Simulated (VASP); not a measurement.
The system is Mg3Te2.

```
CELL_PARAMETERS angstrom
4.37520 0.00000 0.00000
-2.18760 3.78903 0.00000
0.00000 0.00000 7.60066
ATOMIC_POSITIONS crystal
Mg 0.50000 0.00000 0.50000
Mg 0.00000 0.50000 0.50000
Mg 0.50000 0.50000 0.50000
Te 0.00000 0.00000 0.28428
Te 0.00000 0.00000 0.71572
```

The cell was built from a structure type or drawn by symmetry, and may not be a known phase.

| Item | Value |
| --- | --- |
| Program | VASP 6.6.1 |
| Task | relaxation of cell and atoms |
| Functional | PBE |
| Potentials or basis | VASP PAW PBE potentials, release 64 (Mg, Te) |
| Cutoff | 600 eV |
| k mesh | 6 × 6 × 2 |
| Occupations | gaussian, width 0.1 eV |
| Spin | no spin polarisation |

At the start: pressure 35.8 GPa; volume 25.20 Å³/atom.

Problem. How do energy, volume and symmetry change on relaxing?

Solution. Over 22 steps the energy falls by 1716.4 meV/atom and the volume is 35.97 Å³/atom (+42.7 %); space group P6/mmm (No. 191, to 0.1 Å) before and after.

The path:
| step | energy change (eV) | largest force (eV/Å) | pressure (GPa) | volume (Å³) |
| --- | --- | --- | --- | --- |
| 1 | 0.0000 | 3.9736 | 35.78 | 126.00 |
| 2 | -6.7321 | 1.3027 | -3.00 | 256.81 |
| 3 | -7.2061 | 0.9746 | 0.38 | 205.99 |
| 4 | -7.2201 | 1.1165 | -0.79 | 217.29 |
| 5 | -7.2251 | 1.0899 | -0.57 | 214.90 |
| 6 | -7.7026 | 0.7514 | -1.05 | 213.20 |
| 7 | -8.0116 | 0.3140 | -0.14 | 203.14 |
| 8 | -8.1140 | 0.6722 | -1.02 | 206.42 |
| 9 | -8.1036 | 0.0045 | -1.49 | 210.34 |
| 10 | -8.1559 | 0.7313 | -1.41 | 208.10 |
| 11 | -8.1388 | 0.2129 | -1.51 | 209.72 |
| 12 | -8.1610 | 0.5719 | -1.48 | 208.76 |
| 13 | -8.2855 | 1.2091 | -0.34 | 194.08 |
| 14 | -8.3016 | 1.5558 | 0.38 | 187.29 |
| 15 | -8.3932 | 1.3427 | 0.67 | 182.35 |
| 16 | -8.4913 | 0.5369 | 2.27 | 167.98 |
| 17 | -8.4979 | 0.7822 | 1.78 | 171.27 |
| 18 | -8.5663 | 0.3395 | 0.64 | 176.41 |
| 19 | -8.5807 | 0.0455 | -0.11 | 180.49 |
| 20 | -8.5807 | 0.0580 | -0.09 | 180.31 |
| 21 | -8.5818 | 0.0452 | -0.07 | 180.10 |
| 22 | -8.5822 | 0.0282 | -0.04 | 179.84 |

Final structure:
```
CELL_PARAMETERS angstrom
5.65374 0.00000 0.00000
-2.82687 4.89628 0.00000
0.00000 0.00000 6.49664
ATOMIC_POSITIONS crystal
Mg 0.50000 0.00000 0.50000
Mg 0.00000 0.50000 0.50000
Mg 0.50000 0.50000 0.50000
Te 0.00000 0.00000 0.24695
Te 0.00000 0.00000 0.75305
```

Caveat: the k points lie up to 0.48 Å⁻¹ apart in the final cell, too coarse for converged energies and pressures of a metal; the volume moved by over 15 % at a fixed basis, so the end points are rough.
